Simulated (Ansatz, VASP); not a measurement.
# Two plane-wave programs on GaN

```
Ga N
1.0
     3.18693    0.00000    0.00000
    -1.59347    2.75996    0.00000
     0.00000    0.00000    5.20424
Ga N
2 2
Direct
  0.00000 0.00000 0.00000
  0.33333 0.66667 0.50000
  0.00000 0.00000 0.37500
  0.33333 0.66667 0.87500
```

Alike in both runs: task relaxation of cell and atoms; functional PBEsol; k mesh 12 × 12 × 6; occupations gaussian, width 0.02 eV; no spin polarisation.

|  | VASP | Ansatz |
| --- | --- | --- |
| version | VASP 6.6.1 | Ansatz 0.2.0 |
| potentials or method | VASP PAW PBE potentials, release 64 (Ga_d, N), cutoff 600 eV | scalar-relativistic, plane waves, PAW |
| valence electrons in the cell | 36 | 36 |

```csv
,VASP,Ansatz,Ansatz less VASP
"gap on the k mesh at the Fermi level, each at its own relaxed structure (eV)",1.91,1.87,-0.031
relaxed volume (Å³/atom),11.35,11.37,+0.023
relaxed cell length with the largest relative difference (Å),3.180,3.183,+0.0024
```

VASP's potentials were made for PBE, not for PBEsol.
